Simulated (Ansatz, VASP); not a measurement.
## Mg in VASP and in Ansatz

```xyz
3
Lattice="1.5087 0.8711 7.2938 -1.5087 0.8711 7.2938 0.0000 -1.7421 7.2938" Properties=species:S:1:pos:R:3 pbc="T T T"
Mg    0.0000    0.0000    0.0000
Mg    0.0000    0.0000    4.8563
Mg    0.0000    0.0000   17.0253
```

Alike in both runs: task single point; functional PBE; k mesh 12 × 12 × 12; occupations gaussian, width 0.05 eV; no spin polarisation.

|  | VASP | Ansatz |
| --- | --- | --- |
| version | VASP 6.6.1 | Ansatz 0.2.0 |
| potentials or method | VASP PAW PBE potentials, release 64 (Mg), cutoff 520 eV | scalar-relativistic, plane waves, PAW |
| valence electrons in the cell | 6 | 30 |

```csv
,VASP,Ansatz,Ansatz less VASP
gap on the k mesh at the Fermi level (eV),none,none,-
pressure (GPa),9.3,9.3,+0.09
rms of the force components (eV/Å),0.011,0.011,0.0000
```

Atom by atom the forces differ by 0.000 eV/Å (rms over components). A gap of «none» marks a metal or a gap that the smearing closes. With one functional, cell and mesh, what is left measures potentials, basis and numerics. VASP's potentials hold 6 valence electrons a cell and Ansatz's 30, so a difference there can come from the potentials and not from the codes.
